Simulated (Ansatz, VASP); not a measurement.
Two plane-wave programs on Ga

```
Ga
1.0
    -1.40686    1.40686    2.26723
     1.40686   -1.40686    2.26723
     1.40686    1.40686   -2.26723
Ga
1
Direct
  0.00000 0.00000 0.00000
```

Alike in both runs: task relaxation of cell and atoms; functional LDA; k mesh 20 × 20 × 20; occupations gaussian, width 0.1 eV; no spin polarisation.

|  | VASP | Ansatz |
| --- | --- | --- |
| version | VASP 6.6.1 | Ansatz 0.2.0 |
| potentials or method | VASP PAW LDA potentials, release 64 (Ga_d), cutoff 600 eV | scalar-relativistic, plane waves, PAW |
| valence electrons in the cell | 13 | 13 |

```tsv
	VASP	Ansatz	Ansatz less VASP
gap on the k mesh at the Fermi level, each at its own relaxed structure (eV)	none	none	-
relaxed volume (Å³/atom)	17.16	17.13	-0.024
relaxed cell length with the largest relative difference (Å)	2.975	2.973	-0.0015
```

LDA's correlation is that of Perdew and Zunger in VASP and of Perdew and Wang (1992) in Ansatz. A gap of «none» marks a metal or a gap that the smearing closes.
